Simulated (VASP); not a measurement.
A run of VASP 6.6.1:

The input INCAR:

```
SYSTEM = ZnS
PREC     = Accurate       ! precision mode
ENCUT    = 500            ! plane-wave cutoff, eV
EDIFF    = 1E-6           ! SCF threshold, eV
ISMEAR   = 0              ! smearing method
SIGMA    = 0.05           ! smearing width, eV
LREAL    = .False.        ! projectors in reciprocal space
LASPH    = .True.         ! aspherical terms in the spheres
NELM     = 120            ! most SCF steps
ALGO     = Normal         ! electronic algorithm
ISIF     = 2              ! what is computed and relaxed
LWAVE    = .False.        ! write WAVECAR
LCHARG   = .True.         ! write CHGCAR
GGA      = PS             ! functional
LELF     = .True.         ! ELF
LVHAR    = .True.       
NBANDS   = 26             ! bands
GGA_COMPAT= .False.
```

File KPOINTS:

```
regular mesh
0
Gamma
  9 9 4
  0 0 0
```

Contents of POSCAR:

```
ZnS
1.0
    3.8455587354      0.0000000000      0.0000000000
   -1.9227793677      3.3303515566      0.0000000000
    0.0000000000      0.0000000000      6.3037246812
Zn S
2 2
Direct
    0.3333333333      0.6666666667      0.0052003729
    0.6666666667      0.3333333333      0.5052003729
    0.3333333333      0.6666666667      0.3797996271
    0.6666666667      0.3333333333      0.8797996271
```

Potentials or basis: VASP PAW PBE potentials, release 64 (Zn, S).

Command:

```bash
$ cat potpaw_PBE.64/Zn/POTCAR potpaw_PBE.64/S/POTCAR > POTCAR
$ mpirun -np 1 vasp_std > vasp.out
```

Hardware: 1 thread of Intel(R) Xeon(R) 6975P-C (Granite Rapids), with other jobs on the host.

Q: Estimate the wall time of this run.

A: Wall time 29 s on 1 thread of Intel(R) Xeon(R) 6975P-C (Granite Rapids), with other jobs on the host, peak memory 0.21 GiB. Counts: scf iterations 14, k points 36.
